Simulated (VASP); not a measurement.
Write the native input for VASP 6.6.1 that does the following.

```yaml
Task: single point
Functional: PBEsol
Potentials_or_basis: VASP PAW PBE potentials, release 64 (B, P)
Cutoff: 500 eV
k_mesh: 10 × 10 × 10
Occupations: gaussian, width 0.02 eV
Spin: no spin polarisation
Dipole_correction: no
Further_INCAR_settings: ALGO = Normal; EDIFF = 1e-06; NBANDS = 11
```

The structure of BP (pbesol) lies in POSCAR:

```
BP
1.0
    0.0000000000      2.2139491588      2.2139491588
    2.2139491588      0.0000000000      2.2139491588
    2.2139491588      2.2139491588      0.0000000000
B P
1 1
Direct
    0.0000000000      0.0000000000      0.0000000000
    0.2500000000      0.2500000000      0.2500000000
```

This cell differs from its parent crystal: volume scaled by 0.94.

The input as run:

INCAR

```
SYSTEM = BP
ALGO = Normal
EDIFF = 1E-6
ENCUT = 500
GGA = PS
GGA_COMPAT = .FALSE.
ISIF = 2
ISMEAR = 0
LASPH = .TRUE.
LCHARG = .FALSE.
LREAL = .FALSE.
LWAVE = .FALSE.
NBANDS = 11
NELM = 120
PREC = Accurate
SIGMA = 0.02
```

KPOINTS

```
k-points
0
G
  10 10 10
  0 0 0
```

Potentials or basis: VASP PAW PBE potentials, release 64 (B, P).

The run is started by

```console
$ cat potpaw_PBE.64/B/POTCAR potpaw_PBE.64/P/POTCAR > POTCAR
$ mpirun -np 1 vasp_std > vasp.out
```

It gave:

* Pressure: 11.9 GPa
* Band gap on the k mesh: 1.03 eV, indirect (least direct gap 3.48 eV)

Caveat: the PAW data sets were made with another functional, which shifts forces and pressure a little.

Run time: 6.7 s on 1 thread of Intel Xeon 6975P-C (shared host), peak memory 0.13 GiB.
